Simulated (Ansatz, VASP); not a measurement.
# Two plane-wave programs on Mg3CdTe4

File INCAR:

```
SYSTEM = Mg3CdTe4
PREC = Accurate
ENCUT = 520
EDIFF = 1E-6
ISMEAR = 0
SIGMA = 0.02
LREAL = .FALSE.
LASPH = .TRUE.
NELM = 80
ALGO = Normal
ISIF = 2
LWAVE = .FALSE.
LCHARG = .FALSE.
GGA = PE
IBRION = 2
NSW = 50
EDIFFG = -0.01
```

Contents of KPOINTS:

```
Automatic mesh
0
G
  4 4 4
  0 0 0
```

Contents of POSCAR:

```
Mg3CdTe4
1.0
    6.2633235514      0.0000000000      0.0000000000
    0.0000000000      6.2633235514      0.0000000000
    0.0000000000      0.0000000000      6.2633235514
Mg Cd Te
3 1 4
Direct
    0.0000000000      0.0000000000      0.5000000000
    0.0000000000      0.5000000000      0.0000000000
    0.5000000000      0.0000000000      0.0000000000
    0.5000000000      0.5000000000      0.5000000000
    0.7538235496      0.7538235496      0.7538235496
    0.7538235496      0.2461764504      0.2461764504
    0.2461764504      0.7538235496      0.2461764504
    0.2461764504      0.2461764504      0.7538235496
```

Input for Ansatz:

```yaml
crystal:
  lattice:
    - [6.2633235514, 0.0, 0.0]
    - [0.0, 6.2633235514, 0.0]
    - [0.0, 0.0, 6.2633235514]
  atoms:
    - { symbol: Mg, position: [0.0, 0.0, 0.5] }
    - { symbol: Mg, position: [0.0, 0.5, 0.0] }
    - { symbol: Mg, position: [0.5, 0.0, 0.0] }
    - { symbol: Cd, position: [0.5, 0.5, 0.5] }
    - { symbol: Te, position: [0.7538235496, 0.7538235496, 0.7538235496] }
    - { symbol: Te, position: [0.7538235496, 0.2461764504, 0.2461764504] }
    - { symbol: Te, position: [0.2461764504, 0.7538235496, 0.2461764504] }
    - { symbol: Te, position: [0.2461764504, 0.2461764504, 0.7538235496] }
basis:
  ecutwfc: 420
kpoints:
  mp_grid: { grid: [4, 4, 4] }
hamiltonian:
  xc: pbe
scf:
  occupations: { method: gaussian, width: 0.02 }
output:
  forces: true
  stress: true
  eigenvalues: true
  write_density: true
  write_potential: true
  elf: true
  volumetric_format: npy
relax:
  adjacent_minimum: "off"
  f_tol: 0.01
  max_steps: 30
```

Alike in both runs: task relaxation of the atoms; functional PBE; k mesh 4 × 4 × 4; occupations gaussian, width 0.02 eV; no spin polarisation.

|  | VASP | Ansatz |
| --- | --- | --- |
| version | VASP 6.6.1 | Ansatz 0.2.0 |
| potentials or method | VASP PAW PBE potentials, release 64 (Mg, Cd, Te), cutoff 520 eV | scalar-relativistic, plane waves, PAW |
| valence electrons in the cell | 42 | 114 |

|  | VASP | Ansatz | Ansatz less VASP |
| --- | --- | --- | --- |
| gap on the k mesh at the Fermi level, each at its own relaxed structure (eV) | 2.18 | 2.19 | +0.009 |

VASP's potentials hold 42 valence electrons a cell and Ansatz's 114, so a difference there can come from the potentials and not from the codes. Ansatz's warnings: stress scf threshold loose.

Neither program's run includes spin-orbit coupling.
